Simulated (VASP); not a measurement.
# C19O in VASP: further runs

C19O is run at these levels: PBE; tasks: single point.

Program: VASP 6.6.1. These are calculated values, not measurements. Logs are shortened: lines on timing, memory, paths and dates and some standing lists are left out, and cuts for length are marked.

### Step 1. The cell of the first run

The cell holds a slab with vacuum, 20 atoms: a = 7.398 Å, b = 7.398 Å, c = 12.000 Å, α = 90.00°, β = 90.00°, γ = 120.00°.

### Step 2. Single point, PBE

INCAR reads:

```
  PREC = Accurate
  ENCUT = 520
  EDIFF = 1E-7
  ISMEAR = 0
  SIGMA = 0.02
  LREAL = Auto
  LASPH = T
  NELM = 80
  ALGO = Normal
  ISIF = 2
  LWAVE = F
  LCHARG = T
  GGA = PE
  LELF = T
  LVHAR = T
  NBANDS = 57
```

KPOINTS reads:

```
Automatic mesh
0
Gamma
  2 2 1
```

POSCAR reads:

```
C19O
1.0
    7.3980000000      0.0000000000      0.0000000000
   -3.6990000000      6.4068560000      0.0000000000
    0.0000000000      0.0000000000     12.0000000000
C O
19 1
Direct
    0.0021009911      0.0112149202      0.0613979914
    0.2270299959      0.1236782621      0.0613964471
    0.0042588470      0.3464737326      0.0614256749
    0.2248782071      0.4567917084      0.0614172908
    0.0040255053      0.6776448196      0.0613521419
    0.2251118383      0.7881809801      0.0613327385
    0.3375777683      0.0131036092      0.0613692492
    0.5581850482      0.1234255288      0.0613919764
    0.3373338201      0.3442981265      0.0614058630
    0.5584693107      0.4548772658      0.0614008094
    0.3354171344      0.6779084216      0.0613684591
    0.5603490432      0.7903507442      0.0613828016
    0.6706536996      0.0109610682      0.0613970047
    0.8917893628      0.1215212929      0.0614069539
    0.6687674676      0.3445610728      0.0613994973
    0.8937099052      0.4570550034      0.0614017745
    0.6709357898      0.6798084537      0.0613888765
    0.8915447305      0.7900902079      0.0613764554
    0.0989368914      0.5119452519      0.3645772814
    0.0557983434      0.3682898301      0.4170768131
```

Potentials or basis: VASP PAW PBE potentials, release 64 (C, O).

Started as:

```console
cat potpaw_PBE.64/C/POTCAR potpaw_PBE.64/O/POTCAR > POTCAR
mpirun -np 1 vasp_std > vasp.out
```

OUTCAR:

```text
PREC = Accurate
   ENCUT = 520
   EDIFF = 1E-7
   ISMEAR = 0
   LREAL = Auto
   LASPH = T
   NELM = 80
   ISIF = 2
   GGA = PE

 ion  position               nearest neighbor table
   1  0.002  0.011  0.061-  14 1.41  18 1.42   2 1.44
   2  0.227  0.124  0.061-   9 1.41   7 1.42   1 1.44
   3  0.004  0.346  0.061-   4 1.41  16 1.42  14 1.44
   4  0.225  0.457  0.061-   3 1.41  11 1.42   9 1.44
   5  0.004  0.678  0.061-  16 1.41   6 1.42  18 1.44
   6  0.225  0.788  0.061-  11 1.41   5 1.42   7 1.44
[... 10 lines left out ...]
  17  0.671  0.680  0.061-  18 1.41  12 1.42  10 1.44
  18  0.892  0.790  0.061-  17 1.41   1 1.42   5 1.44
  19  0.099  0.512  0.365-  20 1.14
  20  0.056  0.368  0.417-  19 1.14

  LATTYP: Found a hexagonal cell.
 ALAT       =     7.3980000000
 C/A-ratio  =     1.6220600162

  Lattice vectors:

 A1 = (   7.3980000000,   0.0000000000,   0.0000000000)
 A2 = (  -3.6990000000,   6.4068560000,   0.0000000000)
 A3 = (   0.0000000000,   0.0000000000,  12.0000000000)

Analysis of symmetry for initial positions (statically):
=====================================================================
 Subroutine PRICEL returns:
 Original cell was already a primitive cell.

 Routine SETGRP: Setting up the symmetry group for a
 hexagonal supercell.

 Subroutine GETGRP returns: Found  1 space group operations
 (whereof  1 operations were pure point group operations)
 out of a pool of 24 trial point group operations.

The static configuration has the point symmetry C_1 .

Analysis of symmetry for dynamics (positions and initial velocities):
=====================================================================
 Subroutine PRICEL returns:
 Original cell was already a primitive cell.

 Routine SETGRP: Setting up the symmetry group for a
 hexagonal supercell.

 Subroutine GETGRP returns: Found  1 space group operations
 (whereof  1 operations were pure point group operations)
 out of a pool of 24 trial point group operations.

The dynamic configuration has the point symmetry C_1 .

 Subroutine INISYM returns: Found  1 space group operations
 (whereof  1 operations are pure point group operations),
 and found     1 'primitive' translations

----------------------------------------------------------------------------------------
[... 110 lines left out ...]
   EDIFFG = 0.1E-05   stopping-criterion for IOM
   NSW    =      0    number of steps for IOM
   IBRION =     -1    ionic relax: 0-MD 1-quasi-New 2-CG
   NFREE  =      0    steps in history (QN), initial steepest desc. (CG)
   ISIF   =      2    stress and relaxation
   ISYM   =      2    0-nonsym 1-usesym 2-fastsym
   POTIM  = 0.5000    time-step for ionic-motion
   TEBEG  =    0.0;   TEEND  =   0.0 temperature during run
   PSTRESS=    0.0 pullay stress
   NELECT =      82.0000    total number of electrons
   NUPDOWN=      -1.0000    fix difference up-down
   EMIN   =  10.00;   EMAX   =-10.00  energy-range for DOS
   EFERMI =   0.00;   METHOD = LEGACY
   ISMEAR =     0;   SIGMA  =   0.02  broadening in eV -4-tet -1-fermi 0-gaus
   EFERMI_NEDOS =   21; number of points for ismear=-14 and -15
   IALGO  =     38    algorithm
   IMIX   =      4    mixing-type and parameters
     AMIX     =   0.40;   BMIX     =  1.00
     AMIX_MAG =   1.60;   BMIX_MAG =  1.00
  volume/ion in A,a.u.               =      28.44       191.91
  Fermi-wavevector in a.u.,A,eV,Ry     =   0.858419  1.622176 10.025902  0.736883
  Thomas-Fermi vector in A             =   1.975621
   LORBIT       =      0    0 simple, 1 ext, 2 COOP (PROOUT), +10 PAW based schemes
   GGA     = PE    functional components
   LHFCALC =     F    Hartree Fock is set to
   AEXX    =    0.0000 exact exchange contribution
   IVDW    =     0    specifies the selected vdW correction
   LEPSILON=     F    determine dielectric tensor
   LRPA    =     F    only Hartree local field effects (RPA)
 non-spin polarized calculation
 Gauss-broadening in eV      SIGMA  =   0.02
  energy-cutoff  :      520.00
  volume of cell :      568.78
 maximum number of plane-waves:     15363
 NGX is ok and might be reduce to    56
   NGX = 27   NGY = 27   NGZ = 45

 number of electron      81.9999996 magnetization

 Free energy of the ion-electron system (eV)
  ---------------------------------------------------
  ext. energy  EPLUGINS =         0.00000000
  ---------------------------------------------------
  free energy    TOTEN  =      -180.41739090 eV

  energy without entropy =     -180.41739090  energy(sigma->0) =     -180.41739090

 E-fermi :  -1.4424     XC(G=0):  -4.2720

 val. band max:       -1.5620255662   @ k =   0.0000   0.0000   0.0000
 cond. band min:      -1.3430457882   @ k =   0.0000   0.0000   0.0000
 fundamental gap:      0.2189797780
 Fermi energy:        -1.4423900627

 k-point     1 :       0.0000    0.0000    0.0000
  band No.  band energies     occupation
      1     -26.5905      2.00000
      2     -20.9758      2.00000
      3     -18.4770      2.00000
      4     -18.4756      2.00000
      5     -18.3579      2.00000
      6     -18.3545      2.00000
[... 213 lines left out ...]
     52       3.7898      0.00000
     53       4.0279      0.00000
 [bands above 53 left out]

------------------------ aborting loop because EDIFF is reached ----------------------------------------

  FORCE on cell =-STRESS in cart. coord.  units (eV):
  Direction    XX          YY          ZZ          XY          YZ          ZX
  --------------------------------------------------------------------------------------
  -------------------------------------------------------------------------------------
  Total        1.6322138      2.2934620      0.2062160     -0.1667311     -0.4705277      0.1126472
  in kB        4.5977684      6.4604327      0.5808881     -0.4696634     -1.3254254      0.3173149
  external PRESSURE =       3.8796964 kB  Pullay stress =       0.0000000 kB

 VOLUME and BASIS-vectors are now :
 -----------------------------------------------------------------------------
  energy-cutoff  :      520.00
  volume of cell :      568.78
      direct lattice vectors                 reciprocal lattice vectors
     7.398000000  0.000000000  0.000000000     0.135171668  0.078041398  0.000000000
    -3.699000000  6.406856000  0.000000000     0.000000000  0.156082796  0.000000000
     0.000000000  0.000000000 12.000000000     0.000000000  0.000000000  0.083333333

 POSITION                                       TOTAL-FORCE (eV/Angst)
 -----------------------------------------------------------------------------------
     -0.02594      0.07185      0.73678        -0.000207     -0.000556     -0.000323
      1.22208      0.79239      0.73676         0.003696      0.002813     -0.003222
     -1.25010      2.21981      0.73711        -0.003543     -0.009221     -0.002407
     -0.02602      2.92660      0.73701         0.006601     -0.001829      0.004643
     -2.47683      4.34157      0.73623        -0.007401      0.006550     -0.001159
     -1.25010      5.04976      0.73599         0.000692      0.000635      0.001115
[... 12 lines left out ...]
     -1.16175      3.27996      4.37493        -0.173694      0.756761     -0.519556
     -0.94951      2.35958      5.00492         0.172894     -0.757278      0.519098
 -----------------------------------------------------------------------------------
    total drift:                                0.005632     -0.007563     -0.003349

  FREE ENERGIE OF THE ION-ELECTRON SYSTEM (eV)
  ---------------------------------------------------
  free  energy   TOTEN  =      -180.4173909016 eV

  energy  without entropy=     -180.4173909016  energy(sigma->0) =     -180.41739090
```

OSZICAR:

```text
N       E                     dE             d eps       ncg     rms          rms(c)
DAV:   1     0.651674372077E+03    0.65167E+03   -0.33645E+04   464   0.115E+03
DAV:   2    -0.935581629477E+02   -0.74523E+03   -0.71640E+03   654   0.276E+02
DAV:   3    -0.190011381232E+03   -0.96453E+02   -0.95881E+02   536   0.104E+02
[... 16 lines left out ...]
DAV:  20    -0.180417386229E+03   -0.61535E-05   -0.37129E-07   480   0.139E-03    0.336E-04
DAV:  21    -0.180417389625E+03   -0.33962E-05   -0.28591E-07   432   0.109E-03    0.242E-04
DAV:  22    -0.180417390549E+03   -0.92355E-06   -0.68643E-08   384   0.616E-04    0.250E-04
DAV:  23    -0.180417390865E+03   -0.31593E-06   -0.31075E-08   352   0.435E-04    0.162E-04
DAV:  24    -0.180417390902E+03   -0.36880E-07   -0.25813E-09   392   0.199E-04
   1 F= -.18041739E+03 E0= -.18041739E+03  d E =-.968723E-13
```

Run time: 4.2 min. Hardware: 1 thread of Intel Xeon 6975P-C (Granite Rapids), shared host; peak memory 0.56 GiB.

What came out:

```
Free energy            : -180.4174 eV
Largest force          : 0.934 eV/Å
Band gap on the k mesh : 0.22 eV
```

Forces in eV/Å, atoms in the order of the input:
```
C    0.000 -0.001  0.000
C    0.004  0.003 -0.003
C   -0.004 -0.009 -0.002
C    0.007 -0.002  0.005
C   -0.007  0.007 -0.001
C    0.001  0.001  0.001
C    0.000  0.002 -0.001
C   -0.003  0.010 -0.001
C    0.008  0.006  0.000
C    0.002 -0.005 -0.001
C    0.010  0.002  0.002
C   -0.010 -0.005  0.000
C   -0.001  0.003  0.000
C    0.000  0.005  0.000
C   -0.003  0.005  0.000
C   -0.010 -0.008  0.001
C   -0.002 -0.011  0.002
C    0.010 -0.002 -0.001
C   -0.174  0.757 -0.520
O    0.173 -0.757  0.519
```

Levels at points of the mesh, in eV from the valence-band top:
```
           k point  band 38  band 39  band 40  band 41  band 42  band 43  band 44  band 45
(0.00, 0.00, 0.00)    -2.93    -2.93     0.00     0.00     0.22     0.22     2.26     2.27
(0.50, 0.00, 0.00)    -2.57    -2.52    -2.52    -2.25     1.78     2.22     2.26     2.59
(0.00, 0.50, 0.00)    -2.57    -2.52    -2.52    -2.25     1.78     2.26     2.27     2.59
(0.50, 0.50, 0.00)    -2.57    -2.52    -2.52    -2.25     1.78     2.22     2.27     2.59
```

Caveat: the k points lie up to 0.49 Å⁻¹ apart.

### Step 3. Single point, PBE

INCAR reads:

```
PREC = Accurate ; ENCUT = 520
EDIFF = 1E-6 ; ISMEAR = 0
SIGMA = 0.02 ; LREAL = Auto
LASPH = True ; NELM = 60
ALGO = Normal ; ISIF = 2
LWAVE = False ; LCHARG = False
GGA = PE ; NBANDS = 57
```

KPOINTS reads:

```
regular mesh
0
Gamma
  2 2 1
```

POSCAR reads:

```
C19O
1.0
    7.3980000000      0.0000000000      0.0000000000
   -3.6990000000      6.4068560000      0.0000000000
    0.0000000000      0.0000000000     12.0000000000
C O
19 1
Direct
    0.0021009423      0.0112148611      0.0613980000
    0.2270300078      0.1236782909      0.0613964167
    0.0042588749      0.3464736838      0.0614256667
    0.2248781703      0.4567917556      0.0614172500
    0.0040255901      0.6776448542      0.0613521667
    0.2251118439      0.7881809736      0.0613327500
    0.3375777625      0.0131036190      0.0613692500
    0.5581850862      0.1234255928      0.0613920000
    0.3373338806      0.3442982018      0.0614058333
    0.5584693060      0.4548772440      0.0614008333
    0.3354172020      0.6779084780      0.0613685000
    0.5603490359      0.7903506806      0.0613828333
    0.6706536901      0.0109610705      0.0613970000
    0.8917892697      0.1215212266      0.0614069167
    0.6687674110      0.3445610452      0.0613995000
    0.8937098802      0.4570550673      0.0614017500
    0.6709358671      0.6798084739      0.0613889167
    0.8915446837      0.7900901784      0.0613765000
    0.0989369009      0.5119451725      0.3645772500
    0.0557983421      0.3682898445      0.4170768333
```

Potentials or basis: VASP PAW PBE potentials, release 64 (C, O).

Started as:

```console
cat potpaw_PBE.64/C/POTCAR potpaw_PBE.64/O/POTCAR > POTCAR
mpirun -np 1 vasp_std > vasp.out
```

It took 2.9 min on 1 thread of Intel Xeon 6975P-C (Granite Rapids), shared host; peak memory 0.57 GiB.

It converged, with:

| Item | Value |
| --- | --- |
| Free energy | -180.4174 eV |
| Largest force | 0.934 eV/Å |
| Band gap on the k mesh | 0.22 eV |

Forces in eV/Å, atoms in the order of the input:
```
C    0.000 -0.001  0.000
C    0.004  0.003 -0.003
C   -0.004 -0.009 -0.002
C    0.007 -0.002  0.005
C   -0.007  0.007 -0.001
C    0.001  0.001  0.001
C    0.000  0.002 -0.001
C   -0.003  0.010 -0.001
C    0.008  0.006  0.000
C    0.002 -0.005 -0.001
C    0.010  0.002  0.002
C   -0.010 -0.005  0.000
C   -0.001  0.003  0.000
C    0.000  0.005  0.000
C   -0.003  0.005  0.000
C   -0.010 -0.008  0.001
C   -0.002 -0.011  0.002
C    0.010 -0.002 -0.001
C   -0.174  0.757 -0.520
O    0.173 -0.757  0.519
```

Levels at points of the mesh, in eV from the valence-band top:
```
           k point  band 37  band 38  band 39  band 40  band 41  band 42  band 43  band 44  band 45  band 46
(0.00, 0.00, 0.00)    -4.47    -2.93    -2.93     0.00     0.00     0.22     0.22     2.26     2.27     3.29
(0.50, 0.00, 0.00)    -2.57    -2.57    -2.52    -2.52    -2.25     1.78     2.22     2.26     2.59     2.60
(0.00, 0.50, 0.00)    -2.57    -2.57    -2.52    -2.52    -2.25     1.78     2.26     2.27     2.59     2.60
(0.50, 0.50, 0.00)    -2.57    -2.57    -2.52    -2.52    -2.25     1.78     2.22     2.27     2.59     2.60
```

Caveat: the k points lie up to 0.49 Å⁻¹ apart.

(Continued in part 2 of 2.)
